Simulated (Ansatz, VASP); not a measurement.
Two plane-wave programs on P2C2O

```xyz
5
Lattice="-1.9092 1.9092 3.0255 1.9092 -1.9092 3.0255 1.9092 1.9092 -3.0255" Properties=species:S:1:pos:R:3 pbc="T T T"
P     0.0000    0.0000    4.3159
P     0.0000    0.0000    1.7352
C     0.0000    1.9092    1.5128
C     1.9092    0.0000    1.5128
O     0.0000    0.0000    0.0000
```

Change from the starting cell: species swapped into the Nd2TeO2 type (I4/mmm, No. 139).

Alike in both runs: functional PBE; dispersion D3(BJ); k mesh 6 × 6 × 6; occupations gaussian, width 0.1 eV; collinear spin.

Ansatz relaxed the structure, and its values are those at the end. VASP's run is a single point on that final structure, the one shown.

|  | VASP | Ansatz |
| --- | --- | --- |
| version | VASP 6.6.1 | Ansatz 0.2.0 |
| potentials or method | VASP PAW PBE potentials, release 64 (P, C, O), cutoff 520 eV | scalar-relativistic, plane waves, PAW |
| valence electrons in the cell | 24 | 24 |

VASP gave:

```
gap on the k mesh at the Fermi level (eV) : none
pressure (GPa)                            : -0.4
rms of the force components (eV/Å)        : 0.019
net moment per atom (μB)                  : 0.00
```

Question: Estimate Ansatz's values.

Answer: gap on the k mesh at the Fermi level (eV): none; pressure (GPa): 0.2; rms of the force components (eV/Å): 0.002; net moment per atom (μB): 0.00.

A gap of «none» marks a metal or a gap that the smearing closes. Ansatz's warnings: seeded moment not kept.

The k mesh is coarse, so the values compare programs but aren't converged.
